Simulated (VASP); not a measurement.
# Co2Si (P6/mmm) in VASP: a series of runs

The runs below take Co2Si through single point, with PBE.

All numbers are computed with VASP 6.6.1; they aren't measurements. Logs are shortened: lines on timing, memory, paths and dates and some standing lists are left out, and cuts for length are marked.

## Step 1: The cell of the first run

It takes space group P6/mmm (No. 191, hexagonal). The conventional cell has a = 3.866 Å, b = 3.866 Å, c = 2.529 Å, α = 90.00°, β = 90.00°, γ = 120.00°. Co (site symmetry -6m2) has 5 Co at 2.23 to 2.53 Å and 6 Si at 2.57 Å within 3.0 Å. Si (site symmetry 6/mmm) has 2 Si at 2.53 Å and 12 Co at 2.57 Å within 3.3 Å.

## Step 2: Single point, PBE, collinear spin, ferromagnetic start

Contents of INCAR:

```
PREC = Accurate ; ENCUT = 600
EDIFF = 1E-6 ; ISMEAR = 0
SIGMA = 0.1 ; LREAL = False
LASPH = True ; NELM = 200
ALGO = Normal ; ISIF = 2
LWAVE = False ; LCHARG = True
ISPIN = 2 ; MAGMOM = 0.86 0.86 0
LORBIT = 11 ; LMAXMIX = 4
GGA = PE ; LELF = True
LVHAR = True ; NBANDS = 22
GGA_COMPAT = False
```

Contents of KPOINTS:

```
Automatic mesh
0
Gamma
  6 6 6
```

Contents of POSCAR:

```
Co2Si
1.0
    3.8658700581      0.0000000000      0.0000000000
   -1.9329350290      3.3479416780      0.0000000000
    0.0000000000      0.0000000000      2.5289274938
Co Si
2 1
Direct
    0.3333333333      0.6666666667      0.5000000000
    0.6666666667      0.3333333333      0.5000000000
    0.0000000000      0.0000000000      0.0000000000
```

Potentials or basis: VASP PAW PBE potentials, release 64 (Co, Si).

Run with:

```console
cat potpaw_PBE.64/Co/POTCAR potpaw_PBE.64/Si/POTCAR > POTCAR
mpirun -np 1 vasp_std > vasp.out
```

OUTCAR:

```text
PREC = Accurate
   ENCUT = 600
   EDIFF = 1E-6
   ISMEAR = 0
   LREAL = False
   LASPH = True
   NELM = 200
   ISIF = 2
   ISPIN = 2
   LORBIT = 11
   GGA = PE

 ion  position               nearest neighbor table
   1  0.333  0.667  0.500-   2 2.23   2 2.23   2 2.23   3 2.57   3 2.57   3 2.57   3 2.57   3 2.57
                             3 2.57
   2  0.667  0.333  0.500-   1 2.23   1 2.23   1 2.23   3 2.57   3 2.57   3 2.57   3 2.57   3 2.57
                             3 2.57
   3  0.000  0.000  0.000-   1 2.57   2 2.57   1 2.57   2 2.57   1 2.57   1 2.57   2 2.57   2 2.57
                             2 2.57   2 2.57   1 2.57   1 2.57

  LATTYP: Found a hexagonal cell.
 ALAT       =     3.8658700581
 C/A-ratio  =     0.6541677438

  Lattice vectors:

 A1 = (   3.8658700581,   0.0000000000,   0.0000000000)
 A2 = (  -1.9329350290,   3.3479416780,   0.0000000000)
 A3 = (   0.0000000000,   0.0000000000,   2.5289274938)

Analysis of symmetry for initial positions (statically):
=====================================================================
 Subroutine PRICEL returns:
 Original cell was already a primitive cell.

 Routine SETGRP: Setting up the symmetry group for a
 hexagonal supercell.

 Subroutine GETGRP returns: Found 24 space group operations
 (whereof 24 operations were pure point group operations)
 out of a pool of 24 trial point group operations.

The static configuration has the point symmetry D_6h.

Analysis of symmetry for dynamics (positions and initial velocities):
=====================================================================
 Subroutine PRICEL returns:
 Original cell was already a primitive cell.

 Routine SETGRP: Setting up the symmetry group for a
 hexagonal supercell.

 Subroutine GETGRP returns: Found 24 space group operations
 (whereof 24 operations were pure point group operations)
 out of a pool of 24 trial point group operations.

The dynamic configuration has the point symmetry D_6h.

Analysis of structural, dynamic, and magnetic symmetry:
=====================================================================
 Subroutine PRICEL returns:
 Original cell was already a primitive cell.

 Routine SETGRP: Setting up the symmetry group for a
 hexagonal supercell.

 Subroutine GETGRP returns: Found 24 space group operations
 (whereof 24 operations were pure point group operations)
 out of a pool of 24 trial point group operations.

The overall configuration has the point symmetry D_6h.

 Subroutine INISYM returns: Found 24 space group operations
 (whereof 24 operations are pure point group operations),
 and found     1 'primitive' translations

[... 120 lines left out ...]
   LORBIT       =     11    0 simple, 1 ext, 2 COOP (PROOUT), +10 PAW based schemes
   GGA     = PE    functional components
   LHFCALC =     F    Hartree Fock is set to
   AEXX    =    0.0000 exact exchange contribution
   IVDW    =     0    specifies the selected vdW correction
   LEPSILON=     F    determine dielectric tensor
   LRPA    =     F    only Hartree local field effects (RPA)
 spin polarized calculation
 Gauss-broadening in eV      SIGMA  =   0.10
  energy-cutoff  :      600.00
  volume of cell :       32.73
 maximum number of plane-waves:      1114
 NGX is ok and might be reduce to    32
   NGX = 15   NGY = 15   NGZ = 11

 number of electron      22.0000001 magnetization       0.7370708

 Free energy of the ion-electron system (eV)
  ---------------------------------------------------
  ext. energy  EPLUGINS =         0.00000000
  ---------------------------------------------------
  free energy    TOTEN  =       -19.48044877 eV

  energy without entropy =      -19.45670158  energy(sigma->0) =      -19.46857517

 E-fermi :  11.7778     XC(G=0): -13.0216

 val. band max:       11.7773569998   @ k =   0.1667   0.1667   0.3333
 cond. band min:      11.7808875626   @ k =   0.3333  -0.0000   0.0000
 fundamental gap:      0.0035305628
 Fermi energy:        11.7777750909

 spin component 1

 k-point     1 :       0.0000    0.0000    0.0000
  band No.  band energies     occupation
      1      -1.1256      1.00000
      2       6.9248      1.00000
      3       6.9248      1.00000
      4       7.9835      1.00000
      5       9.1062      1.00000
      6       9.1062      1.00000
[... 589 lines left out ...]
     21      26.8584      0.00000
     22      27.1829      0.00000

 [... further k-points ...]

 spin component 2

 k-point     1 :       0.0000    0.0000    0.0000
  band No.  band energies     occupation
      1      -1.1426      1.00000
      2       7.0702      1.00000
      3       7.0702      1.00000
      4       8.2311      1.00000
      5       9.4044      1.00000
      6       9.4044      1.00000
[... 589 lines left out ...]
     21      26.9206      0.00000
     22      27.2675      0.00000

 [... further k-points ...]
[... 5 lines left out ...]
  --------------------------------------------------------------------------------------
  -------------------------------------------------------------------------------------
  Total        0.2263648      0.2263648     -0.1786179      0.0000000     -0.0000000      0.0000000
  in kB       11.0804667     11.0804667     -8.7432742      0.0000000     -0.0000000      0.0000000
  external PRESSURE =       4.4725531 kB  Pullay stress =       0.0000000 kB

 VOLUME and BASIS-vectors are now :
 -----------------------------------------------------------------------------
  energy-cutoff  :      600.00
  volume of cell :       32.73
      direct lattice vectors                 reciprocal lattice vectors
     3.865870058  0.000000000  0.000000000     0.258673982  0.149345493  0.000000000
    -1.932935029  3.347941678  0.000000000     0.000000000  0.298690986  0.000000000
     0.000000000  0.000000000  2.528927494     0.000000000  0.000000000  0.395424544

 POSITION                                       TOTAL-FORCE (eV/Angst)
 -----------------------------------------------------------------------------------
     -0.00000      2.23196      1.26446        -0.000000     -0.000000     -0.000000
      1.93294      1.11598      1.26446         0.000000      0.000000      0.000000
      0.00000      0.00000      0.00000         0.000000      0.000000      0.000000
 -----------------------------------------------------------------------------------
    total drift:                               -0.000000      0.000000     -0.000000

  FREE ENERGIE OF THE ION-ELECTRON SYSTEM (eV)
  ---------------------------------------------------
  free  energy   TOTEN  =       -19.4804487690 eV

  energy  without entropy=      -19.4567015806  energy(sigma->0) =      -19.46857517

 total charge

# of ion       s       p       d       tot
------------------------------------------
    1        0.476   0.545   7.487   8.508
    2        0.476   0.545   7.487   8.508
    3        0.680   0.848   0.000   1.528
--------------------------------------------------
tot          1.633   1.938  14.973  18.544

 magnetization (x)

# of ion       s       p       d       tot
------------------------------------------
    1       -0.002  -0.002   0.392   0.388
    2       -0.002  -0.002   0.392   0.388
    3       -0.002  -0.012   0.000  -0.014
--------------------------------------------------
tot         -0.006  -0.016   0.784   0.762
```

OSZICAR:

```text
N       E                     dE             d eps       ncg     rms          rms(c)
DAV:   1     0.120120614933E+03    0.12012E+03   -0.10380E+04  2544   0.132E+03
DAV:   2    -0.145822145244E+02   -0.13470E+03   -0.12442E+03  2494   0.253E+02
DAV:   3    -0.215651385175E+02   -0.69829E+01   -0.67709E+01  2854   0.681E+01
DAV:   4    -0.216908300866E+02   -0.12569E+00   -0.12550E+00  3000   0.813E+00
DAV:   5    -0.216954189535E+02   -0.45889E-02   -0.45884E-02  3126   0.156E+00    0.164E+01
DAV:   6    -0.224109144760E+02   -0.71550E+00   -0.22242E+01  2916   0.755E+01    0.135E+01
DAV:   7    -0.195499034810E+02    0.28610E+01   -0.94620E+00  3190   0.452E+01    0.383E+00
DAV:   8    -0.194893864368E+02    0.60517E-01   -0.16989E-01  2942   0.332E+00    0.154E+00
DAV:   9    -0.194819950940E+02    0.73913E-02   -0.97771E-03  3638   0.109E+00    0.599E-01
DAV:  10    -0.194808989632E+02    0.10961E-02   -0.56218E-04  3606   0.224E-01    0.355E-01
DAV:  11    -0.194804137410E+02    0.48522E-03   -0.56621E-04  3644   0.277E-01    0.636E-02
DAV:  12    -0.194804293898E+02   -0.15649E-04   -0.62362E-05  2936   0.698E-02    0.392E-02
DAV:  13    -0.194804482701E+02   -0.18880E-04   -0.24381E-05  3384   0.663E-02    0.520E-02
DAV:  14    -0.194804487690E+02   -0.49890E-06   -0.18955E-06  2370   0.985E-03
   1 F= -.19480449E+02 E0= -.19468575E+02  d E =-.237472E-01  mag=     0.7377
```

stdout:

```text
POSCAR found type information on POSCAR CoSi
 POSCAR found :  2 types and       3 ions
 scaLAPACK will be used
 LDA part: xc-table for (Slater+PW92), standard interpolation
 POSCAR, INCAR and KPOINTS ok, starting setup
 FFT: planning ... GRIDC
 FFT: planning ... GRID_SOFT
 FFT: planning ... GRID
 WAVECAR not read
 entering main loop
```

Run time: 33 s. Hardware: 1 thread of AMD EPYC 9R45 (Zen 5), shared host; peak memory 0.16 GiB.

Results:

| Property | Result |
| --- | --- |
| Free energy | -19.4804 eV |
| Pressure | 0.4 GPa |
| Net moment | 0.74 μB per cell |
| Site moments | Co +0.39; Si -0.01 μB |
| Valence electrons inside the program's atomic spheres | Co 8.51; Si 1.53 |

Stress tensor (GPa, compression positive):
```
 1.11  0.00  0.00
 0.00  1.11  0.00
 0.00  0.00 -0.87
```

Caveat: the k points lie up to 0.41 Å⁻¹ apart.

## Step 3: Single point, PBE

Contents of INCAR:

```
PREC = Accurate
ENCUT = 600
EDIFF = 1E-6
ISMEAR = 0
SIGMA = 0.1
LREAL = F
LASPH = T
NELM = 120
ALGO = Normal
ISIF = 2
LWAVE = F
LCHARG = F
GGA = PE
NBANDS = 18
GGA_COMPAT = F
```

Contents of KPOINTS:

```
regular mesh
0
Gamma
  12 12 18
```

Contents of POSCAR:

```
Co2Si
1.0
    3.8707647574      0.0000000000      0.0000000000
   -1.9353823787      3.3521806120      0.0000000000
    0.0000000000      0.0000000000      2.5206327781
Co Si
2 1
Direct
    0.3333333333      0.6666666667      0.5000000000
    0.6666666667      0.3333333333      0.5000000000
    0.0000000000      0.0000000000      0.0000000000
```

Potentials or basis: VASP PAW PBE potentials, release 64 (Co, Si).

Run with:

```console
cat potpaw_PBE.64/Co/POTCAR potpaw_PBE.64/Si/POTCAR > POTCAR
mpirun -np 1 vasp_std > vasp.out
```

Wall time 74 s (1 thread of AMD EPYC 9R45 (Zen 5), shared host); peak memory 0.22 GiB.

Results (log left out):

```
Free energy            : -19.4989 eV
Pressure               : -0.5 GPa
Band gap on the k mesh : zero (band 11 reaches 12.42 eV, above the bottom of band 12 at 11.41 eV)
```

Levels at points of the mesh, in eV from the Fermi level:
```tsv
k point	band 8	band 9	band 10	band 11	band 12	band 13	band 14	band 15
(0.00, 0.00, 0.00)	-1.27	-1.27	-0.21	-0.21	1.82	3.04	3.04	3.04
(0.50, 0.00, 0.00)	-1.50	-1.30	-0.78	-0.44	-0.16	0.02	3.36	9.51
(0.00, 0.00, 0.50)	-2.23	-1.98	-1.98	0.28	0.76	4.68	4.68	7.47
(0.50, 0.00, 0.50)	-0.93	-0.42	0.19	0.44	0.59	0.87	2.61	3.15
```

Spin polarisation is off, so any magnetic state and its effect on volume and gap are missing.
